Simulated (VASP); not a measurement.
The system is P.

```
P
1.0
     1.70240    0.98288    3.08738
    -1.70240    0.98288    3.08738
     0.00000   -1.96576    3.08738
P
2
Direct
  0.77292 0.77292 0.77292
  0.22708 0.22708 0.22708
```

Base run:

```yaml
Program: VASP 6.6.1
Functional: PBEsol
Potentials_or_basis: VASP PAW PBE potentials, release 64 (P)
Cutoff: 520 eV
k_mesh: 9 × 9 × 9
Occupations: fermi-dirac, width 0.05 eV
Spin: no spin polarisation
```

Its results: band gap on the k mesh zero (band 5 reaches 10.08 eV, above the bottom of band 6 at 9.31 eV); pressure 2.1 GPa; largest force 0.498 eV/Å.

Question: The run is repeated on the same cell with these changes: functional from PBEsol to PBE. What comes out?

Answer: Band gap on the k mesh zero (band 5 reaches 10.15 eV, above the bottom of band 6 at 9.41 eV); pressure 5.4 GPa; largest force 0.439 eV/Å.

PBE binds less tightly than PBEsol, so the same cell stands under more pressure.

Caveats: the PAW data sets were made with another functional, which shifts forces and pressure a little (some runs).
